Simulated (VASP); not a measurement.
SnSe, 2 atoms in the cell. The typed cell holds 2 atoms: a = 4.257 Å, b = 4.257 Å, c = 4.257 Å, α = 60.00°, β = 60.00°, γ = 60.00°. 

```yaml
Program: VASP 6.6.1
Task: single point
Functional: LDA
Potentials_or_basis: VASP PAW LDA potentials, release 64 (Sn_d, Se)
Cutoff: 500 eV
k_mesh: 4 × 4 × 4
Occupations: gaussian, width 0.01 eV
Spin: no spin polarisation
Dipole_correction: no
Further_INCAR_settings: ALGO = Normal; EDIFF = 1e-06; NBANDS = 17
```

Potentials or basis: VASP PAW LDA potentials, release 64 (Sn_d, Se).

The run is started by

```sh
$ cat potpaw_LDA.64/Sn_d/POTCAR potpaw_LDA.64/Se/POTCAR > POTCAR
$ mpirun -np 1 vasp_std > vasp.out
```

Hardware: 1 thread of Intel(R) Xeon(R) 6975P-C (Granite Rapids), with other jobs on the host.

Question: How long does it take, and how much memory?

Answer: Wall time 8.7 s on 1 thread of Intel(R) Xeon(R) 6975P-C (Granite Rapids), with other jobs on the host, peak memory 0.17 GiB. Counts: scf iterations 11, k points 36.
